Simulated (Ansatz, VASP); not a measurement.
# Two plane-wave programs on Bi3O

```xyz
4
Lattice="4.6654 0.0000 0.0000 0.0000 4.6654 0.0000 0.0000 0.0000 4.6654" Properties=species:S:1:pos:R:3 pbc="T T T"
Bi    0.0000    2.3327    2.3327
Bi    2.3327    0.0000    2.3327
Bi    2.3327    2.3327    0.0000
O     0.0000    0.0000    0.0000
```

Alike in both runs: functional PBE; k mesh 10 × 10 × 10; occupations gaussian, width 0.1 eV; no spin polarisation.

Ansatz relaxed the structure, and its values are those at the end. VASP's run is a single point on that final structure, the one shown.

|  | VASP | Ansatz |
| --- | --- | --- |
| version | VASP 6.6.1 | Ansatz 0.2.0 |
| potentials or method | VASP PAW PBE potentials, release 64 (Bi_d, O), cutoff 520 eV | scalar-relativistic, plane waves, PAW |
| valence electrons in the cell | 51 | 51 |

Ansatz gave:

- gap on the k mesh at the Fermi level (eV): none
- pressure (GPa): 0.0

Q: Estimate VASP's values.

A: gap on the k mesh at the Fermi level (eV): none; pressure (GPa): -0.1.

A gap of «none» marks a metal or a gap that the smearing closes.

Spin-orbit coupling is off throughout.
